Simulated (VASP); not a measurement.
**SiNi3: single point with PBE**

SiNi3:

```
Si Ni
1.0
     3.33095    0.00000    0.00000
     0.00000    3.33095    0.00000
     0.00000    0.00000    3.33095
Si Ni
1 3
Direct
  0.00000 0.00000 0.00000
  0.00000 0.50000 0.50000
  0.50000 0.00000 0.50000
  0.50000 0.50000 0.00000
```

This cell differs from its parent crystal: strain -0.050 along x and y, -0.050 along z.

```
Program                : VASP 6.6.1
Task                   : single point
Functional             : PBE
Potentials or basis    : VASP PAW PBE potentials, release 64 (Si, Ni)
Cutoff                 : 520 eV
k mesh                 : 14 × 14 × 14
Occupations            : gaussian, width 0.15 eV
Spin                   : no spin polarisation
Dipole correction      : no
Further INCAR settings : ALGO = Normal; EDIFF = 1e-06; NBANDS = 25
```

The pressure is 46.9 GPa and the band gap on the k mesh is zero (band 17 reaches 13.20 eV, above the bottom of band 18 at 12.90 eV).

Levels at points of the mesh, in eV from the Fermi level:
| k point | band 13 | band 14 | band 15 | band 16 | band 17 | band 18 | band 19 | band 20 | band 21 | band 22 |
| --- | --- | --- | --- | --- | --- | --- | --- | --- | --- | --- |
| (0.00, 0.00, 0.00) | -1.08 | -0.79 | -0.79 | -0.37 | 0.04 | 0.04 | 0.04 | 6.36 | 7.07 | 7.07 |
| (0.50, 0.00, 0.00) | -1.65 | -1.64 | -1.44 | -0.71 | 0.04 | 4.23 | 4.23 | 5.65 | 5.65 | 6.37 |
| (0.50, 0.50, 0.00) | -1.82 | -1.80 | -1.39 | -1.29 | -1.20 | 0.81 | 0.81 | 6.60 | 7.13 | 8.25 |
| (0.50, 0.50, 0.50) | -1.84 | -1.57 | -1.57 | -0.72 | -0.26 | -0.26 | -0.26 | 1.94 | 4.73 | 4.73 |

Run time: 100 s on 1 thread of AMD EPYC 9R14 (Zen 4) (shared host), peak memory 0.19 GiB.

Caveat: the cell differs from its parent crystal (strain -0.050 along x and y, -0.050 along z). Spin polarisation is off, so any magnetic state and its effect on volume and gap are missing.
